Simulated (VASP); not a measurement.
# Pb (Fm-3m) in VASP: further runs

The runs below take Pb through single point, with PBE.

Everything below comes from runs of VASP 6.6.1. Logs are shortened: lines on timing, memory, paths and dates and some standing lists are left out, and cuts for length are marked.

## (1) The cell of the first run

It takes space group Fm-3m (No. 225, cubic). The conventional cell has a = 5.042 Å, b = 5.042 Å, c = 5.042 Å, α = 90.00°, β = 90.00°, γ = 90.00°. Pb (site symmetry m-3m) has 12 Pb at 3.57 Å within 4.7 Å.

## (2) Single point, PBE

POSCAR

```
Pb
1.0
    0.0000000000      2.5209979029      2.5209979029
    2.5209979029      0.0000000000      2.5209979029
    2.5209979029      2.5209979029      0.0000000000
Pb
1
Direct
    0.0000000000      0.0000000000      0.0000000000
```

INCAR.step1

```
PREC = Accurate ; ENCUT = 520
EDIFF = 1E-7 ; ISMEAR = 0
SIGMA = 0.1 ; LREAL = False
LASPH = True ; NELM = 60
ALGO = Normal ; ISIF = 2
LWAVE = False ; LCHARG = True
GGA = PE ; NBANDS = 13
```

KPOINTS.step1

```
Automatic mesh
0
Gamma
  14 14 14
```

INCAR.step2

```
PREC = Accurate ; ENCUT = 520
EDIFF = 1E-7 ; ISMEAR = -5
SIGMA = 0.1 ; LREAL = False
LASPH = True ; NELM = 60
ALGO = Normal ; ISIF = 2
LWAVE = False ; LCHARG = False
GGA = PE ; LORBIT = 11
NEDOS = 1001 ; ICHARG = 11
```

KPOINTS.step2

```
Automatic mesh
0
Gamma
  21 21 21
```

Potentials or basis: VASP PAW PBE potentials, release 64 (Pb_d).

The run is started by

```sh
$ cat potpaw_PBE.64/Pb_d/POTCAR > POTCAR
$ cp INCAR.step1 INCAR
$ cp KPOINTS.step1 KPOINTS
$ mpirun -np 1 vasp_std > vasp.out
$ cp INCAR.step2 INCAR
$ cp KPOINTS.step2 KPOINTS
$ mpirun -np 1 vasp_std > vasp.out
```

OUTCAR:

```text
PREC = Accurate
   ENCUT = 520
   EDIFF = 1E-7
   ISMEAR = -5
   LREAL = False
   LASPH = True
   NELM = 60
   ISIF = 2
   GGA = PE
   LORBIT = 11
   ICHARG = 11

 ion  position               nearest neighbor table
   1  0.000  0.000  0.000-

  LATTYP: Found a face centered cubic cell.
 ALAT       =     5.0419958058

  Lattice vectors:

 A1 = (   0.0000000000,   2.5209979029,   2.5209979029)
 A2 = (   2.5209979029,   0.0000000000,   2.5209979029)
 A3 = (   2.5209979029,   2.5209979029,   0.0000000000)

Analysis of symmetry for initial positions (statically):
=====================================================================
 Subroutine PRICEL returns:
 Original cell was already a primitive cell.

 Routine SETGRP: Setting up the symmetry group for a
 face centered cubic supercell.

 Subroutine GETGRP returns: Found 48 space group operations
 (whereof 48 operations were pure point group operations)
 out of a pool of 48 trial point group operations.

The static configuration has the point symmetry O_h .

Analysis of symmetry for dynamics (positions and initial velocities):
=====================================================================
 Subroutine PRICEL returns:
 Original cell was already a primitive cell.

 Routine SETGRP: Setting up the symmetry group for a
 face centered cubic supercell.

 Subroutine GETGRP returns: Found 48 space group operations
 (whereof 48 operations were pure point group operations)
 out of a pool of 48 trial point group operations.

The dynamic configuration has the point symmetry O_h .

 Subroutine INISYM returns: Found 48 space group operations
 (whereof 48 operations are pure point group operations),
 and found     1 'primitive' translations

----------------------------------------------------------------------------------------

                                     Primitive cell

  volume of cell :      32.0441

  direct lattice vectors                    reciprocal lattice vectors
     0.000000000  2.520997903  2.520997903    -0.198334159  0.198334159  0.198334159
     2.520997903  0.000000000  2.520997903     0.198334159 -0.198334159  0.198334159
     2.520997903  2.520997903  0.000000000     0.198334159  0.198334159 -0.198334159

  length of vectors
     3.565229425  3.565229425  3.565229425     0.343524841  0.343524841  0.343524841

  position of ions in fractional coordinates (direct lattice)
     0.000000000  0.000000000  0.000000000

  ion indices of the primitive-cell ions
   primitive index   ion index
                 1           1

----------------------------------------------------------------------------------------

 KPOINTS: Automatic mesh

Automatic generation of k-mesh.
 Grid dimensions read from file:
 generate k-points for:   21   21   21

 Generating k-lattice:

  Cartesian coordinates                     Fractional coordinates (reciprocal lattice)
    -0.009444484  0.009444484  0.009444484     0.047619048  0.000000000  0.000000000
     0.009444484 -0.009444484  0.009444484     0.000000000  0.047619048  0.000000000
     0.009444484  0.009444484 -0.009444484     0.000000000  0.000000000  0.047619048

  Length of vectors
     0.016358326  0.016358326  0.016358326

  Shift w.r.t. Gamma in fractional coordinates (k-lattice)
     0.000000000  0.000000000  0.000000000

 TETIRR: Found   1276 inequivalent tetrahedra from    55566

 Subroutine IBZKPT returns following result:
 ===========================================

 Found    286 irreducible k-points:

 Following reciprocal coordinates:
            Coordinates               Weight
  0.000000  0.000000  0.000000      1.000000
  0.047619  0.000000  0.000000      8.000000
  0.095238  0.000000  0.000000      8.000000
  0.142857  0.000000  0.000000      8.000000
  0.190476  0.000000  0.000000      8.000000
  0.238095  0.000000  0.000000      8.000000
[... 16 lines left out ...]
 -0.428571  0.047619  0.000000     24.000000
 -0.380952  0.047619  0.000000     24.000000
 [... further k-points ...]
   k-points           NKPTS =    286   k-points in BZ     NKDIM =    286   number of bands    NBANDS=     11
   number of dos      NEDOS =   1001   number of ions     NIONS =      1
   total plane-waves  NPLWV =  21952
   dimension x,y,z NGX =    28 NGY =   28 NGZ =   28
   dimension x,y,z NGXF=    56 NGYF=   56 NGZF=   56
   ions per type =               1
   NGX,Y,Z   is equivalent  to a cutoff of  13.06, 13.06, 13.06 a.u.
   NGXF,Y,Z  is equivalent  to a cutoff of  26.11, 26.11, 26.11 a.u.
 SYSTEM =  unknown system
   PREC   = accura    normal or accurate (medium, high low for compatibility)
   ISTART =      0    job   : 0-new  1-cont  2-samecut
   ICHARG =     11    charge: 1-file 2-atom 10-const
   ISPIN  =      1    spin polarized calculation?
   LNONCOLLINEAR =      F non collinear calculations
   LSORBIT =      F    spin-orbit coupling
   LASPH  =      T    aspherical Exc in radial PAW
   ENCUT  =  520.0 eV  38.22 Ry    6.18 a.u.   6.63  6.63  6.63*2*pi/ulx,y,z
   NELM   =     60;   NELMIN=  2; NELMDL=  0     # of ELM steps
   EDIFF  = 0.1E-06   stopping-criterion for ELM
   LREAL  =      F    real-space projection
   EDIFFG = 0.1E-05   stopping-criterion for IOM
   NSW    =      0    number of steps for IOM
   IBRION =     -1    ionic relax: 0-MD 1-quasi-New 2-CG
   NFREE  =      0    steps in history (QN), initial steepest desc. (CG)
   ISIF   =      2    stress and relaxation
   ISYM   =      2    0-nonsym 1-usesym 2-fastsym
   POTIM  = 0.5000    time-step for ionic-motion
   TEBEG  =    0.0;   TEEND  =   0.0 temperature during run
   PSTRESS=    0.0 pullay stress
   NELECT =      14.0000    total number of electrons
   NUPDOWN=      -1.0000    fix difference up-down
   EMIN   =  10.00;   EMAX   =-10.00  energy-range for DOS
   EFERMI =   0.00;   METHOD = LEGACY
   ISMEAR =    -5;   SIGMA  =   0.10  broadening in eV -4-tet -1-fermi 0-gaus
   EFERMI_NEDOS =   21; number of points for ismear=-14 and -15
   IALGO  =     38    algorithm
   IMIX   =      4    mixing-type and parameters
     AMIX     =   0.40;   BMIX     =  1.00
     AMIX_MAG =   1.60;   BMIX_MAG =  1.00
  volume/ion in A,a.u.               =      32.04       216.24
  Fermi-wavevector in a.u.,A,eV,Ry     =   1.242229  2.347473 20.995600  1.543133
  Thomas-Fermi vector in A             =   2.376593
   LORBIT       =     11    0 simple, 1 ext, 2 COOP (PROOUT), +10 PAW based schemes
   GGA     = PE    functional components
   LHFCALC =     F    Hartree Fock is set to
   AEXX    =    0.0000 exact exchange contribution
   IVDW    =     0    specifies the selected vdW correction
   LEPSILON=     F    determine dielectric tensor
   LRPA    =     F    only Hartree local field effects (RPA)
 non-spin polarized calculation
 Fermi weights with tetrahedron method with Bloechl corrections
  energy-cutoff  :      520.00
  volume of cell :       32.04
 maximum number of plane-waves:       889

 number of electron      14.0000003 magnetization

 Free energy of the ion-electron system (eV)
  ---------------------------------------------------
  ext. energy  EPLUGINS =         0.00000000
  ---------------------------------------------------
  free energy    TOTEN  =        -3.56429595 eV

  energy without entropy =       -3.56429595  energy(sigma->0) =       -3.56429595

 E-fermi :   6.7144     XC(G=0):  -9.9226

 val. band max:        6.7375081072   @ k =   0.3810   0.2857   0.0476
 cond. band min:       6.6790587446   @ k =  -0.4286   0.3810   0.1905
 fundamental gap:     -0.0584493627
 Fermi energy:         6.7144422178

 k-point     1 :       0.0000    0.0000    0.0000
  band No.  band energies     occupation
      1     -10.3574      2.00000
      2     -10.3574      2.00000
      3     -10.3574      2.00000
      4     -10.2391      2.00000
      5     -10.2391      2.00000
      6      -4.7129      2.00000
      7      13.6676      0.00000
      8      13.6676      0.00000
      9      13.6676      0.00000
     10      16.4022      0.00000
     11      17.3205      0.00000

 k-point     2 :       0.0476    0.0000    0.0000
  band No.  band energies     occupation
      1     -10.3574      2.00000
      2     -10.3545      2.00000
      3     -10.3545      2.00000
      4     -10.2394      2.00000
      5     -10.2394      2.00000
      6      -4.6718      2.00000
      7      13.1023      0.00000
      8      13.6148      0.00000
      9      13.6148      0.00000
     10      16.2488      0.00000
     11      17.6317      0.00000

 k-point     3 :       0.0952    0.0000    0.0000
  band No.  band energies     occupation
      1     -10.3573      2.00000
      2     -10.3467      2.00000
      3     -10.3467      2.00000
      4     -10.2394      2.00000
      5     -10.2394      2.00000
      6      -4.5483      2.00000
      7      11.8799      0.00000
      8      13.4685      0.00000
      9      13.4685      0.00000
     10      15.9948      0.00000
     11      18.2021      0.00000

 k-point     4 :       0.1429    0.0000    0.0000
  band No.  band energies     occupation
      1     -10.3577      2.00000
      2     -10.3368      2.00000
      3     -10.3368      2.00000
      4     -10.2371      2.00000
      5     -10.2371      2.00000
      6      -4.3428      2.00000
      7      10.4756      0.00000
      8      13.2571      0.00000
      9      13.2571      0.00000
     10      15.7603      0.00000
     11      18.8664      0.00000
[... 239 lines left out ...]
 k-point    22 :      -0.4762    0.0476    0.0000
  band No.  band energies     occupation
      1     -10.3718      2.00000
      2     -10.3481      2.00000
      3     -10.3430      2.00000
      4     -10.1284      2.00000
      5     -10.1259      2.00000
      6      -1.3787      2.00000
      7       2.7920      2.00000
      8      11.5206      0.00000
      9      11.8776      0.00000
     10      15.5653      0.00000
     11      16.0166      0.00000

 k-point    23 :      -0.4286    0.0476    0.0000
  band No.  band energies     occupation
      1     -10.3707      2.00000
      2     -10.3460      2.00000
      3     -10.3419      2.00000
      4     -10.1351      2.00000
      5     -10.1300      2.00000
      6      -1.6029      2.00000
      7       3.1347      2.00000
      8      11.4659      0.00000
      9      12.0218      0.00000
     10      15.6321      0.00000
     11      16.0224      0.00000

 k-point    24 :      -0.3810    0.0476    0.0000
  band No.  band energies     occupation
      1     -10.3687      2.00000
      2     -10.3416      2.00000
      3     -10.3385      2.00000
      4     -10.1515      2.00000
      5     -10.1391      2.00000
      6      -2.0454      2.00000
      7       3.8724      2.00000
      8      11.4758      0.00000
      9      12.2234      0.00000
     10      15.6333      0.00000
     11      16.2169      0.00000

 [... further k-points ...]

------------------------ aborting loop because EDIFF is reached ----------------------------------------

  FORCE on cell =-STRESS in cart. coord.  units (eV):
  Direction    XX          YY          ZZ          XY          YZ          ZX
  --------------------------------------------------------------------------------------
  -------------------------------------------------------------------------------------
  Total       -0.0198043     -0.0198043     -0.0198043     -0.0000000     -0.0000000      0.0000000
  in kB       -0.9901982     -0.9901982     -0.9901982     -0.0000000     -0.0000000      0.0000000
  external PRESSURE =      -0.9901982 kB  Pullay stress =       0.0000000 kB

 VOLUME and BASIS-vectors are now :
 -----------------------------------------------------------------------------
  energy-cutoff  :      520.00
  volume of cell :       32.04
      direct lattice vectors                 reciprocal lattice vectors
     0.000000000  2.520997903  2.520997903    -0.198334159  0.198334159  0.198334159
     2.520997903  0.000000000  2.520997903     0.198334159 -0.198334159  0.198334159
     2.520997903  2.520997903  0.000000000     0.198334159  0.198334159 -0.198334159

 POSITION                                       TOTAL-FORCE (eV/Angst)
 -----------------------------------------------------------------------------------
      0.00000      0.00000      0.00000         0.000000      0.000000      0.000000
 -----------------------------------------------------------------------------------
    total drift:                                0.000000      0.000000     -0.000000

  FREE ENERGIE OF THE ION-ELECTRON SYSTEM (eV)
  ---------------------------------------------------
  free  energy   TOTEN  =        -3.5642959548 eV

  energy  without entropy=       -3.5642959548  energy(sigma->0) =       -3.56429595

 total charge

# of ion       s       p       d       tot
------------------------------------------
    1        1.404   0.720   9.807  11.932
```

It took 57 s on 1 thread of AMD EPYC 9R45 (Zen 5), shared host; peak memory 0.19 GiB.

What came out:

| Item | Value |
| --- | --- |
| Valence electrons inside the program's atomic spheres | Pb 11.93 |

Caveat: spin-orbit coupling is left out, which moves the levels of the heavy elements.

[end of part 1 of 2]
